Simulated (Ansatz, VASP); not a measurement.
Two plane-wave programs on TiCo

Contents of INCAR:

```
  PREC = Accurate
  ENCUT = 520
  EDIFF = 1E-6
  ISMEAR = 0
  SIGMA = 0.1
  LREAL = False
  LASPH = True
  NELM = 150
  ALGO = Normal
  ISIF = 2
  LWAVE = False
  LCHARG = False
  ISPIN = 2
  MAGMOM = 0 0.75
  LORBIT = 11
  LMAXMIX = 4
  GGA = PS
  NBANDS = 22
```

KPOINTS

```
regular mesh
0
Gamma
  14 14 14
```

File POSCAR:

```
TiCo
1.0
    2.9088214297      0.0000000000      0.0000000000
    0.0000000000      2.9088214297      0.0000000000
    0.0000000000      0.0000000000      2.9088214297
Ti Co
1 1
Direct
    0.0000000000      0.0000000000      0.0000000000
    0.5000000000      0.5000000000      0.5000000000
```

Input for Ansatz:

```yaml
crystal:
  lattice:
    - [2.9088214297, 0.0, 0.0]
    - [0.0, 2.9088214297, 0.0]
    - [0.0, 0.0, 2.9088214297]
  atoms:
    - { symbol: Ti, position: [0.0, 0.0, 0.0] }
    - { symbol: Co, position: [0.5, 0.5, 0.5], spin: 0.75 }
basis:
  ecutwfc: 420
kpoints:
  mp_grid: { grid: [14, 14, 14] }
hamiltonian:
  xc: pbesol
scf:
  occupations: { method: gaussian, width: 0.1 }
output:
  forces: true
  stress: true
  eigenvalues: true
  populations: true
magnetization:
  spin_polarized: true
```

Alike in both runs: task single point; functional PBEsol; k mesh 14 × 14 × 14; occupations gaussian, width 0.1 eV; collinear spin.

|  | VASP | Ansatz |
| --- | --- | --- |
| version | VASP 6.6.1 | Ansatz 0.2.0 |
| potentials or method | VASP PAW PBE potentials, release 64 (Ti_sv, Co), cutoff 520 eV | scalar-relativistic, plane waves, PAW |
| valence electrons in the cell | 21 | 29 |

Ansatz gave:

| Property | Result |
| --- | --- |
| gap on the k mesh at the Fermi level (eV) | none |
| pressure (GPa) | 5.9 |
| net moment per atom (μB) | 0.27 |
| size of the moment on the site where the two differ most (μB) | 0.56 |

**Question.** What did VASP give for the same quantities?

**Answer.** gap on the k mesh at the Fermi level (eV): none; pressure (GPa): 5.3; net moment per atom (μB): 0.24; size of the moment on the site where the two differ most (μB): 0.51.

VASP's potentials were made for PBE, not for PBEsol. Site moments also hang on the region over which each program counts them. A gap of «none» marks a metal or a gap that the smearing closes. VASP's potentials hold 21 valence electrons a cell and Ansatz's 29, so a difference there can come from the potentials and not from the codes.
